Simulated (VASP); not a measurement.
Here is a VASP 6.6.1 calculation.

The input INCAR:

```
PREC     = Accurate       # precision mode
ENCUT    = 520            # plane-wave cutoff, eV
EDIFF    = 1E-6           # SCF threshold, eV
ISMEAR   = -1             # smearing method
SIGMA    = 0.15           # smearing width, eV
LREAL    = False          # projectors in reciprocal space
LASPH    = True           # aspherical terms in the spheres
NELM     = 100            # most SCF steps
ALGO     = Fast           # electronic algorithm
ISIF     = 2              # what is computed and relaxed
LWAVE    = False          # write WAVECAR
LCHARG   = False          # write CHGCAR
GGA      = PE             # functional
NBANDS   = 35             # bands
```

File KPOINTS:

```
Automatic mesh
0
Gamma
  12 12 6
```

Contents of POSCAR:

```
Na2Hg
1.0
    5.4279083160      0.0000000000      0.0000000000
   -2.7139541580      4.7007064911      0.0000000000
    0.0000000000      0.0000000000      6.7515940507
Na Hg
4 2
Direct
    0.3333333333      0.6666666667      0.2500000000
    0.6666666667      0.3333333333      0.7500000000
    0.0000000000      0.0000000000      0.0000000000
    0.0000000000      0.0000000000      0.5000000000
    0.3333333333      0.6666666667      0.7500000000
    0.6666666667      0.3333333333      0.2500000000
```

Potentials or basis: VASP PAW PBE potentials, release 64 (Na_pv, Hg).

Command:

```sh
$ cat potpaw_PBE.64/Na_pv/POTCAR potpaw_PBE.64/Hg/POTCAR > POTCAR
$ mpirun -np 1 vasp_std > vasp.out
```

Q: Predict the pressure.

A: 0.0 GPa.

Q: What does it give for the band gap on the k mesh?

A: Zero (band 26 reaches 3.03 eV, above the bottom of band 27 at 0.37 eV).

Caveat: spin-orbit coupling is left out, which moves the levels of the heavy elements.
